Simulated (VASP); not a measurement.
A run of VASP 6.6.1:

File INCAR:

```
  PREC = Accurate
  ENCUT = 520
  EDIFF = 1E-7
  ISMEAR = 0
  SIGMA = 0.05
  LREAL = F
  LASPH = T
  NELM = 100
  ALGO = Normal
  ISIF = 2
  LWAVE = F
  LCHARG = F
  GGA = PE
  NBANDS = 22
```

File KPOINTS:

```
regular mesh
0
Gamma
  12 12 6
```

File POSCAR:

```
Cd2S
1.0
    3.8107412793      0.0000000000      0.0000000000
   -1.9053706397      3.3001987552      0.0000000000
    0.0000000000      0.0000000000      5.9350190987
Cd S
2 1
Direct
    0.6666666700      0.3333333300      0.5667924574
    0.3333333300      0.6666666700      0.9088030041
    0.3333333300      0.6666666700      0.4015615385
```

Potentials or basis: VASP PAW PBE potentials, release 64 (Cd, S).

The run is started by

```console
$ cat potpaw_PBE.64/Cd/POTCAR potpaw_PBE.64/S/POTCAR > POTCAR
$ mpirun -np 1 vasp_std > vasp.out
```

Hardware: 1 thread of Intel Xeon 8259CL, on a shared host.

Estimate the wall time of this run.

Wall time 3.7 min on 1 thread of Intel Xeon 8259CL, with other jobs on the host, peak memory 0.29 GiB. Counts: scf iterations 15, k points 100.
